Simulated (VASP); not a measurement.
SiC2: relaxation of cell and atoms with PBE

The system is SiC2.

```
Si C
1.0
     3.24455    0.00000    0.00000
    -1.62228    2.80986    0.00000
     0.00000    0.00000   13.49913
Si C
2 4
Direct
  0.33333 0.66667 0.50000
  0.66667 0.33333 0.50000
  0.33333 0.66667 0.82438
  0.33333 0.66667 0.17562
  0.66667 0.33333 0.82438
  0.66667 0.33333 0.17562
```

```json
{
 "Program": "VASP 6.6.1",
 "Task": "relaxation of cell and atoms",
 "Functional": "PBE",
 "Potentials or basis": "VASP PAW PBE potentials, release 64 (Si, C)",
 "Cutoff": "600 eV",
 "k mesh": "12 × 12 × 4",
 "Occupations": "gaussian, width 0.1 eV",
 "Spin": "no spin polarisation",
 "Dipole correction": "no",
 "Further INCAR settings": "ALGO = Normal; EDIFF = 1e-06; IBRION = 2; EDIFFG = -0.01; NSW = 100; ISIF = 3"
}
```

```json
{
 "Relaxed volume": "20.67 Å³/atom",
 "Relaxed cell": "a = 3.228 Å, b = 3.228 Å, c = 13.748 Å, α = 90.00°, β = 90.00°, γ = 120.00°",
 "Space group after relaxing (to 0.05 Å)": "P6/mmm (No. 191)",
 "Energy gained by relaxing": "0.8 meV/atom",
 "Ionic steps": "8",
 "Pressure after relaxing": "0.0 GPa",
 "Largest force after relaxing": "0.006 eV/Å",
 "Band gap on the k mesh": "zero (band 12 reaches 0.83 eV, above the bottom of band 13 at 0.77 eV)"
}
```

Forces in eV/Å, atoms in the order of the input:
```
Si   0.000  0.000  0.000
Si   0.000  0.000  0.000
C    0.000  0.000  0.006
C    0.000  0.000 -0.006
C    0.000  0.000  0.006
C    0.000  0.000 -0.006
```

The path:
```csv
step,energy change (eV),largest force (eV/Å),pressure (GPa),volume (Å³)
1,0.0000,0.0075,-0.48,123.07
2,-0.0031,0.0083,0.02,121.99
3,-0.0031,0.0083,0.06,121.91
4,-0.0031,0.0083,0.05,121.93
5,-0.0032,0.0081,0.05,122.03
6,-0.0035,0.0078,0.04,122.32
7,-0.0040,0.0072,0.04,122.89
8,-0.0047,0.0061,0.03,124.05
```

Final structure:
```xyz
6
Lattice="3.2278 0.0000 0.0000 -1.6139 2.7954 0.0000 0.0000 0.0000 13.7481" Properties=species:S:1:pos:R:3 pbc="T T T"
Si    0.0000    1.8636    6.8740
Si    1.6139    0.9318    6.8740
C     0.0000    1.8636   11.3431
C     0.0000    1.8636    2.4049
C     1.6139    0.9318   11.3431
C     1.6139    0.9318    2.4049
```

Levels at points of the mesh, in eV from the Fermi level:
```csv
k point,band 9,band 10,band 11,band 12,band 13,band 14,band 15,band 16
"(0.00, 0.00, 0.00)",-2.60,-2.60,-0.64,-0.64,-0.01,-0.01,3.48,4.15
"(0.50, 0.00, 0.00)",-2.20,-1.16,-1.16,-0.61,0.87,1.01,1.30,1.34
"(0.00, 0.00, 0.50)",-2.60,-2.60,-0.64,-0.64,-0.01,-0.01,3.59,4.15
"(0.50, 0.00, 0.50)",-2.20,-1.23,-1.06,-0.63,0.83,1.11,1.25,1.35
```

Wall time 5.9 min on 1 thread of Intel(R) Xeon(R) Platinum 8488C (Sapphire Rapids), on a shared host, peak memory 0.35 GiB.

Caveat: this functional lacks dispersion, which binds the layers, so the pressure and a relaxed spacing across them are unreliable.
